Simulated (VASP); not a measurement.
# MgO (Amm2) in VASP: single point with r2SCAN

Aim: the single point of MgO with r2SCAN.

Program: VASP 6.6.1. These are calculated values, not measurements. Logs are shortened: lines on timing, memory, paths and dates and some standing lists are left out, and cuts for length are marked.

### 1 The cell of the first run

It takes space group Amm2 (No. 38, orthorhombic). Conventional cell: a = 4.186 Å, b = 3.484 Å, c = 6.035 Å, α = 90.00°, β = 90.00°, γ = 90.00°. Within 2.5 Å of Mg (site symmetry mm2) lie 5 O at 1.89 to 2.27 Å. Mg (site symmetry mm2) has 5 O at 1.75 to 2.15 Å within 2.3 Å. Within 2.3 Å of O (site symmetry mm2) lie 5 Mg at 1.75 to 2.15 Å. Within 2.5 Å of O (site symmetry mm2) lie 5 Mg at 1.89 to 2.27 Å.

### 2 Single point, r2SCAN

POSCAR

```
MgO
1.0
    3.4841042127      0.0000000000      0.0000000000
   -1.7420521064      3.0173227576      0.0000000000
    0.0000000000      0.0000000000      4.1856875957
Mg O
2 2
Direct
    0.6666666667      0.3333333333      0.7500000000
    0.3333333333      0.6666666667      0.2500000000
    0.6231678399      0.2463356798      0.2500000000
    0.2898345065      0.5796690131      0.7500000000
```

INCAR.step1

```
PREC = Accurate ; ENCUT = 920
ISMEAR = 0 ; SIGMA = 0.05
LREAL = F ; LASPH = T
NELM = 120 ; NBANDS = 24
GGA = PE ; ALGO = Normal
EDIFF = 1E-5 ; LWAVE = T
LCHARG = F ; GGA_COMPAT = F
```

INCAR.step2

```
PREC = Accurate ; ENCUT = 920
EDIFF = 1E-6 ; ISMEAR = 0
SIGMA = 0.05 ; LREAL = F
LASPH = T ; NELM = 120
ALGO = Normal ; ISIF = 2
LWAVE = F ; LCHARG = T
METAGGA = R2SCAN ; LMIXTAU = T
LELF = T ; LVHAR = T
NBANDS = 24 ; ISTART = 1
GGA_COMPAT = F
```

KPOINTS

```
Automatic mesh
0
Gamma
  6 6 6
```

Potentials or basis: VASP PAW PBE potentials, release 64 (Mg_sv, O).

Launch:

```console
> cat potpaw_PBE.64/Mg_sv/POTCAR potpaw_PBE.64/O/POTCAR > POTCAR
> cp INCAR.step1 INCAR
> mpirun -np 1 vasp_std > vasp.out
> cp INCAR.step2 INCAR
> mpirun -np 1 vasp_std > vasp.out
```

OUTCAR:

```text
PREC = Accurate
   ENCUT = 920
   EDIFF = 1E-6
   ISMEAR = 0
   LREAL = F
   LASPH = T
   NELM = 120
   ISIF = 2
   METAGGA = R2SCAN
   ISTART = 1

 ion  position               nearest neighbor table
   1  0.667  0.333  0.750-   4 1.89   4 1.89   3 2.11   3 2.11
   2  0.333  0.667  0.250-   3 1.75   4 2.11   4 2.11
   3  0.623  0.246  0.250-   2 1.75   1 2.11   1 2.11
   4  0.290  0.580  0.750-   1 1.89   1 1.89   2 2.11   2 2.11

  LATTYP: Found a hexagonal cell.
 ALAT       =     3.4841042127
 C/A-ratio  =     1.2013669340

  Lattice vectors:

 A1 = (   3.4841042127,   0.0000000000,   0.0000000000)
 A2 = (  -1.7420521064,   3.0173227576,   0.0000000000)
 A3 = (   0.0000000000,   0.0000000000,   4.1856875957)

Analysis of symmetry for initial positions (statically):
=====================================================================
 Subroutine PRICEL returns:
 Original cell was already a primitive cell.

 Routine SETGRP: Setting up the symmetry group for a
 hexagonal supercell.

 Subroutine GETGRP returns: Found  4 space group operations
 (whereof  2 operations were pure point group operations)
 out of a pool of 24 trial point group operations.

The static configuration has the point symmetry C_1h.
 The point group associated with its full space group is C_2v.

Analysis of symmetry for dynamics (positions and initial velocities):
=====================================================================
 Subroutine PRICEL returns:
 Original cell was already a primitive cell.

 Routine SETGRP: Setting up the symmetry group for a
 hexagonal supercell.

 Subroutine GETGRP returns: Found  4 space group operations
 (whereof  2 operations were pure point group operations)
 out of a pool of 24 trial point group operations.

The dynamic configuration has the point symmetry C_1h.
 The point group associated with its full space group is C_2v.

 Subroutine INISYM returns: Found  4 space group operations
 (whereof  2 operations are pure point group operations),
 and found     1 'primitive' translations

----------------------------------------------------------------------------------------

                                     Primitive cell

  volume of cell :      44.0027

  direct lattice vectors                    reciprocal lattice vectors
     3.484104213  0.000000000  0.000000000     0.287017821  0.165709816  0.000000000
    -1.742052106  3.017322758  0.000000000     0.000000000  0.331419633  0.000000000
     0.000000000  0.000000000  4.185687596     0.000000000  0.000000000  0.238909373

  length of vectors
     3.484104213  3.484104213  4.185687596     0.331419633  0.331419633  0.238909373

  position of ions in fractional coordinates (direct lattice)
     0.666666667  0.333333333  0.750000000
     0.333333333  0.666666667  0.250000000
     0.623167840  0.246335680  0.250000000
     0.289834507  0.579669013  0.750000000

  ion indices of the primitive-cell ions
   primitive index   ion index
                 1           1
                 2           2
                 3           3
                 4           4

----------------------------------------------------------------------------------------

 KPOINTS: Automatic mesh

Automatic generation of k-mesh.
 Grid dimensions read from file:
 generate k-points for:    6    6    6

 Generating k-lattice:

  Cartesian coordinates                     Fractional coordinates (reciprocal lattice)
     0.047836304  0.027618303  0.000000000     0.166666667  0.000000000  0.000000000
     0.000000000  0.055236605  0.000000000     0.000000000  0.166666667  0.000000000
     0.000000000  0.000000000  0.039818229     0.000000000  0.000000000  0.166666667

  Length of vectors
     0.055236605  0.055236605  0.039818229

  Shift w.r.t. Gamma in fractional coordinates (k-lattice)
     0.000000000  0.000000000  0.000000000

 Subroutine IBZKPT returns following result:
 ===========================================

 Found     52 irreducible k-points:

 Following reciprocal coordinates:
            Coordinates               Weight
  0.000000  0.000000  0.000000      1.000000
  0.166667  0.000000  0.000000      4.000000
  0.000000  0.166667  0.000000      2.000000
  0.333333  0.000000  0.000000      4.000000
  0.000000  0.333333  0.000000      2.000000
  0.500000  0.000000  0.000000      2.000000
[... 16 lines left out ...]
  0.333333  0.166667  0.166667      8.000000
 -0.166667  0.500000  0.166667      8.000000
 [... further k-points ...]
   k-points           NKPTS =     52   k-points in BZ     NKDIM =     52   number of bands    NBANDS=     24
   number of dos      NEDOS =    301   number of ions     NIONS =      4
   total plane-waves  NPLWV =  54432
   dimension x,y,z NGX =    36 NGY =   36 NGZ =   42
   dimension x,y,z NGXF=    72 NGYF=   72 NGZF=   84
   ions per type =               2   2
   NGX,Y,Z   is equivalent  to a cutoff of  17.18, 17.18, 16.68 a.u.
   NGXF,Y,Z  is equivalent  to a cutoff of  34.36, 34.36, 33.36 a.u.
 SYSTEM =  unknown system
   PREC   = accura    normal or accurate (medium, high low for compatibility)
   ISTART =      1    job   : 0-new  1-cont  2-samecut
   ICHARG =      0    charge: 1-file 2-atom 10-const
   ISPIN  =      1    spin polarized calculation?
   LNONCOLLINEAR =      F non collinear calculations
   LSORBIT =      F    spin-orbit coupling
   LASPH  =      T    aspherical Exc in radial PAW
   ENCUT  =  920.0 eV  67.62 Ry    8.22 a.u.   8.62  8.62 10.35*2*pi/ulx,y,z
   NELM   =    120;   NELMIN=  2; NELMDL=  0     # of ELM steps
   EDIFF  = 0.1E-05   stopping-criterion for ELM
   LREAL  =      F    real-space projection
   EDIFFG = 0.1E-04   stopping-criterion for IOM
   NSW    =      0    number of steps for IOM
   IBRION =     -1    ionic relax: 0-MD 1-quasi-New 2-CG
   NFREE  =      0    steps in history (QN), initial steepest desc. (CG)
   ISIF   =      2    stress and relaxation
   ISYM   =      2    0-nonsym 1-usesym 2-fastsym
   POTIM  = 0.5000    time-step for ionic-motion
   TEBEG  =    0.0;   TEEND  =   0.0 temperature during run
   PSTRESS=    0.0 pullay stress
   NELECT =      32.0000    total number of electrons
   NUPDOWN=      -1.0000    fix difference up-down
   EMIN   =  10.00;   EMAX   =-10.00  energy-range for DOS
   EFERMI =   0.00;   METHOD = LEGACY
   ISMEAR =     0;   SIGMA  =   0.05  broadening in eV -4-tet -1-fermi 0-gaus
   EFERMI_NEDOS =   21; number of points for ismear=-14 and -15
   IALGO  =     38    algorithm
   IMIX   =      4    mixing-type and parameters
     AMIX     =   0.40;   BMIX     =  1.00
     AMIX_MAG =   1.60;   BMIX_MAG =  1.00
  volume/ion in A,a.u.               =      11.00        74.24
  Fermi-wavevector in a.u.,A,eV,Ry     =   1.472194  2.782042 29.488640  2.167354
  Thomas-Fermi vector in A             =   2.587238
   LORBIT       =      0    0 simple, 1 ext, 2 COOP (PROOUT), +10 PAW based schemes
   METAGGA = R2SCAN    functional components
   LHFCALC =     F    Hartree Fock is set to
   AEXX    =    0.0000 exact exchange contribution
   IVDW    =     0    specifies the selected vdW correction
   LEPSILON=     F    determine dielectric tensor
   LRPA    =     F    only Hartree local field effects (RPA)
 non-spin polarized calculation
 Gauss-broadening in eV      SIGMA  =   0.05
  energy-cutoff  :      920.00
  volume of cell :       44.00
 maximum number of plane-waves:      2811
 NGX is ok and might be reduce to    36
   NGX = 17   NGY = 17   NGZ = 21

 number of electron      31.9999995 magnetization

 Free energy of the ion-electron system (eV)
  ---------------------------------------------------
  ext. energy  EPLUGINS =         0.00000000
  ---------------------------------------------------
  free energy    TOTEN  =       -31.35286749 eV

  energy without entropy =      -31.35286749  energy(sigma->0) =      -31.35286749

 E-fermi :   1.5747     XC(G=0): -10.9209

 val. band max:        1.3179450300   @ k =   0.0000   0.0000   0.0000
 cond. band min:       5.3579440410   @ k =   0.0000   0.0000   0.0000
 fundamental gap:      4.0399990110
 Fermi energy:         1.5746865011

 k-point     1 :       0.0000    0.0000    0.0000
  band No.  band energies     occupation
      1     -73.5211      2.00000
      2     -73.4935      2.00000
      3     -38.6956      2.00000
      4     -38.6627      2.00000
      5     -38.6553      2.00000
      6     -38.6100      2.00000
[... 16 lines left out ...]
     23      18.1529      0.00000
     24      18.3992      0.00000

 k-point     2 :       0.1667    0.0000    0.0000
  band No.  band energies     occupation
      1     -73.5207      2.00000
      2     -73.4937      2.00000
      3     -38.6975      2.00000
      4     -38.6584      2.00000
      5     -38.6571      2.00000
      6     -38.6153      2.00000
[... 16 lines left out ...]
     23      17.1078      0.00000
     24      17.5937      0.00000

 k-point     3 :       0.0000    0.1667    0.0000
  band No.  band energies     occupation
      1     -73.5207      2.00000
      2     -73.4937      2.00000
      3     -38.6988      2.00000
      4     -38.6584      2.00000
      5     -38.6571      2.00000
      6     -38.6158      2.00000
[... 16 lines left out ...]
     23      17.2953      0.00000
     24      17.5367      0.00000

 k-point     4 :       0.3333    0.0000    0.0000
  band No.  band energies     occupation
      1     -73.5197      2.00000
      2     -73.4939      2.00000
      3     -38.7013      2.00000
      4     -38.6608      2.00000
      5     -38.6482      2.00000
      6     -38.6266      2.00000
[... 16 lines left out ...]
     23      16.7724      0.00000
     24      17.2803      0.00000

 k-point     5 :       0.0000    0.3333    0.0000
  band No.  band energies     occupation
      1     -73.5198      2.00000
      2     -73.4938      2.00000
      3     -38.7053      2.00000
      4     -38.6605      2.00000
      5     -38.6480      2.00000
      6     -38.6273      2.00000
[... 16 lines left out ...]
     23      16.5595      0.00000
     24      17.3520      0.00000

 k-point     6 :       0.5000    0.0000    0.0000
  band No.  band energies     occupation
      1     -73.5191      2.00000
      2     -73.4940      2.00000
      3     -38.7032      2.00000
      4     -38.6627      2.00000
      5     -38.6416      2.00000
      6     -38.6325      2.00000
[... 16 lines left out ...]
     23      17.3346      0.00000
     24      17.3902      0.00000
[... 379 lines left out ...]
 k-point    21 :       0.1667    0.1667    0.1667
  band No.  band energies     occupation
      1     -73.5198      2.00000
      2     -73.4940      2.00000
      3     -38.7031      2.00000
      4     -38.6640      2.00000
      5     -38.6476      2.00000
      6     -38.6218      2.00000
[... 16 lines left out ...]
     23      16.9507      0.00000
     24      17.8254      0.00000

 k-point    22 :      -0.3333    0.1667    0.1667
  band No.  band energies     occupation
      1     -73.5198      2.00000
      2     -73.4940      2.00000
      3     -38.6989      2.00000
      4     -38.6669      2.00000
      5     -38.6438      2.00000
      6     -38.6246      2.00000
[... 16 lines left out ...]
     23      16.8289      0.00000
     24      17.9128      0.00000

 k-point    23 :       0.3333    0.1667    0.1667
  band No.  band energies     occupation
      1     -73.5192      2.00000
      2     -73.4940      2.00000
      3     -38.7047      2.00000
      4     -38.6695      2.00000
      5     -38.6426      2.00000
      6     -38.6271      2.00000
[... 16 lines left out ...]
     23      16.6932      0.00000
     24      17.9998      0.00000

 k-point    24 :      -0.1667    0.5000    0.1667
  band No.  band energies     occupation
      1     -73.5192      2.00000
      2     -73.4940      2.00000
      3     -38.7087      2.00000
      4     -38.6651      2.00000
      5     -38.6497      2.00000
      6     -38.6218      2.00000
[... 16 lines left out ...]
     23      16.7538      0.00000
     24      18.0298      0.00000

 [... further k-points ...]

------------------------ aborting loop because EDIFF is reached ----------------------------------------

  FORCE on cell =-STRESS in cart. coord.  units (eV):
  Direction    XX          YY          ZZ          XY          YZ          ZX
  --------------------------------------------------------------------------------------
  -------------------------------------------------------------------------------------
  Total        1.7655519      4.3150190     -0.2130034     -0.0000000      0.0000000      0.0000000
  in kB       64.2852531    157.1135284     -7.7556351     -0.0000000      0.0000000      0.0000000
  external PRESSURE =      71.2143822 kB  Pullay stress =       0.0000000 kB

 VOLUME and BASIS-vectors are now :
 -----------------------------------------------------------------------------
  energy-cutoff  :      920.00
  volume of cell :       44.00
      direct lattice vectors                 reciprocal lattice vectors
     3.484104213  0.000000000  0.000000000     0.287017821  0.165709816  0.000000000
    -1.742052106  3.017322758  0.000000000     0.000000000  0.331419633  0.000000000
     0.000000000  0.000000000  4.185687596     0.000000000  0.000000000  0.238909373

 POSITION                                       TOTAL-FORCE (eV/Angst)
 -----------------------------------------------------------------------------------
      1.74205      1.00577      3.13927         0.000000     -1.702440      0.000000
     -0.00000      2.01155      1.04642         0.000000     -4.178208      0.000000
      1.74205      0.74327      1.04642        -0.000000      4.198820      0.000000
     -0.00000      1.74905      3.13927        -0.000000      1.681828      0.000000
 -----------------------------------------------------------------------------------
    total drift:                               -0.000001     -0.032372      0.000000

  FREE ENERGIE OF THE ION-ELECTRON SYSTEM (eV)
  ---------------------------------------------------
  free  energy   TOTEN  =       -31.3528674853 eV

  energy  without entropy=      -31.3528674853  energy(sigma->0) =      -31.35286749
```

Run time: 7.8 min. Hardware: 1 thread of AMD EPYC 7R43 (Zen 3), shared host; peak memory 0.26 GiB.

Results:

```
Free energy            : -31.3529 eV
Pressure               : 7.1 GPa
Largest force          : 4.199 eV/Å
Band gap on the k mesh : 4.04 eV
```

Forces on the atoms (eV/Å):
```
Mg   0.000 -1.702  0.000
Mg   0.000 -4.178  0.000
O    0.000  4.199  0.000
O    0.000  1.682  0.000
```

Levels at points of the mesh, in eV from the valence-band top:
```csv
k point,band 12,band 13,band 14,band 15,band 16,band 17,band 18,band 19,band 20,band 21
"(0.00, 0.00, 0.00)",-1.76,-1.69,-0.77,-0.76,0.00,4.04,10.21,13.11,13.50,13.65
"(0.50, 0.00, 0.00)",-2.34,-2.26,-1.92,-1.28,-0.50,7.60,9.85,10.49,12.88,14.35
"(0.00, 0.50, 0.00)",-2.35,-2.35,-1.92,-1.26,-0.49,7.61,10.03,10.64,12.96,13.99
"(0.00, 0.00, 0.50)",-2.40,-1.49,-1.38,-1.07,-0.99,7.10,7.11,13.71,13.77,13.93
"(0.50, 0.00, 0.50)",-3.78,-1.63,-1.44,-0.77,-0.73,7.91,8.06,12.70,13.09,14.95
"(0.00, 0.50, 0.50)",-3.75,-1.75,-1.28,-0.80,-0.72,7.83,8.17,12.54,13.33,15.16
```

Caveat: the cell differs from its parent crystal (all O atoms moved +0.263 Å, as atom 3 towards its neighbour atom 2 (Mg) at 2.012 Å); the stress differs along the axes, from -1 to 16 GPa; the PAW data sets were made with another functional, which shifts forces and pressure a little.
